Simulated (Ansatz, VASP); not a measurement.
## One calculation of LiF, two programs

File INCAR:

```
SYSTEM = LiF
PREC = Accurate ; ENCUT = 520
EDIFF = 1E-6 ; ISMEAR = 0
SIGMA = 0.05 ; LREAL = .FALSE.
LASPH = .TRUE. ; NELM = 60
ALGO = Normal ; ISIF = 2
LWAVE = .FALSE. ; LCHARG = .TRUE.
GGA = PE ; LELF = .TRUE.
LVHAR = .TRUE. ; NBANDS = 18
```

File KPOINTS:

```
regular mesh
0
G
  9 9 6
  0 0 0
```

POSCAR

```
LiF
1.0
    3.0774506209      0.0000000000      0.0000000000
   -1.5387253104      2.6651504166      0.0000000000
    0.0000000000      0.0000000000      5.0574823504
Li F
2 2
Direct
    0.3333333333      0.6666666667      0.4320721835
    0.6666666667      0.3333333333      0.9320721835
    0.3333333333      0.6666666667      0.9939266766
    0.6666666667      0.3333333333      0.4939266766
```

Input for Ansatz:

```yaml
crystal:
  lattice:
    - [3.0774506209, 0.0, 0.0]
    - [-1.5387253104, 2.6651504166, 0.0]
    - [0.0, 0.0, 5.0574823504]
  atoms:
    - { symbol: Li, position: [0.3333333333, 0.6666666667, 0.4320721835] }
    - { symbol: Li, position: [0.6666666667, 0.3333333333, 0.9320721835] }
    - { symbol: F, position: [0.3333333333, 0.6666666667, 0.9939266766] }
    - { symbol: F, position: [0.6666666667, 0.3333333333, 0.4939266766] }
basis:
  ecutwfc: 520.0
kpoints:
  mp_grid: { grid: [9, 9, 6] }
hamiltonian:
  xc: pbe
scf:
  occupations: { method: gaussian, width: 0.05 }
output:
  forces: true
  stress: true
  eigenvalues: true
  write_density: true
  write_potential: true
  elf: true
  volumetric_format: npy
```

Alike in both runs: task single point; functional PBE; k mesh 9 × 9 × 6; occupations gaussian, width 0.05 eV; no spin polarisation.

|  | VASP | Ansatz |
| --- | --- | --- |
| version | VASP 6.6.1 | Ansatz 0.2.0 |
| potentials or method | VASP PAW PBE potentials, release 64 (Li_sv, F), cutoff 520 eV | scalar-relativistic, plane waves, PAW |
| valence electrons in the cell | 20 | 20 |

```tsv
	VASP	Ansatz	Ansatz less VASP
gap on the k mesh at the Fermi level (eV)	7.42	7.44	+0.014
least direct gap on the mesh (eV)	7.42	7.44	+0.014
rms of the force components (eV/Å)	0.180	0.172	-0.0081
```

Atom by atom the forces differ by 0.008 eV/Å (rms over components).

Noted on VASP's run: the cutoff is short for stress, so the pressure is rough.
